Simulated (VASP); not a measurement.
Set up this calculation in VASP 6.6.1, as the native input.

- Task: single point
- Functional: PBE
- Potentials or basis: VASP PAW PBE potentials, release 64 (Mg, Cd, Te)
- Cutoff: 520 eV
- k mesh: 4 × 4 × 4
- Occupations: gaussian, width 0.1 eV
- Spin: no spin polarisation
- Dipole correction: no
- Further INCAR settings: ALGO = Normal; EDIFF = 1e-07; NBANDS = 31

The structure of Mg3CdTe4 lies in POSCAR:

```
Mg3CdTe4
1.0
    6.5156949091      0.0000000000      0.0000000000
    0.0000000000      6.5156949091      0.0000000000
    0.0000000000      0.0000000000      6.5156949091
Mg Cd Te
3 1 4
Direct
    0.0000000000      0.0000000000      0.5000000000
    0.0000000000      0.5000000000      0.0000000000
    0.5000000000      0.0000000000      0.0000000000
    0.5000000000      0.5000000000      0.5000000000
    0.7529771202      0.7529771202      0.7529771202
    0.7529771202      0.2470228798      0.2470228798
    0.2470228798      0.7529771202      0.2470228798
    0.2470228798      0.2470228798      0.7529771202
```

These files were run (other wordings do the same):

INCAR

```
SYSTEM = Mg3CdTe4
ALGO = Normal
EDIFF = 1E-7
ENCUT = 520
GGA = PE
ISIF = 2
ISMEAR = 0
LASPH = .TRUE.
LCHARG = .FALSE.
LREAL = .FALSE.
LWAVE = .FALSE.
NBANDS = 31
NELM = 100
PREC = Accurate
SIGMA = 0.1
```

KPOINTS

```
k-points
0
G
  4 4 4
  0 0 0
```

Potentials or basis: VASP PAW PBE potentials, release 64 (Mg, Cd, Te).

Launch:

```bash
$ cat potpaw_PBE.64/Mg/POTCAR potpaw_PBE.64/Cd/POTCAR potpaw_PBE.64/Te/POTCAR > POTCAR
$ mpirun -np 1 vasp_std > vasp.out
```

Results of the run:

| Item | Value |
| --- | --- |
| Pressure | 0.3 GPa |
| Largest force | 0.033 eV/Å |
| Band gap on the k mesh | 1.80 eV |

Caveat: spin-orbit coupling is left out, which moves the levels of the heavy elements.

Wall time 48 s on 1 thread of Intel(R) Xeon(R) 6975P-C (Granite Rapids), with other jobs on the host, peak memory 0.38 GiB.
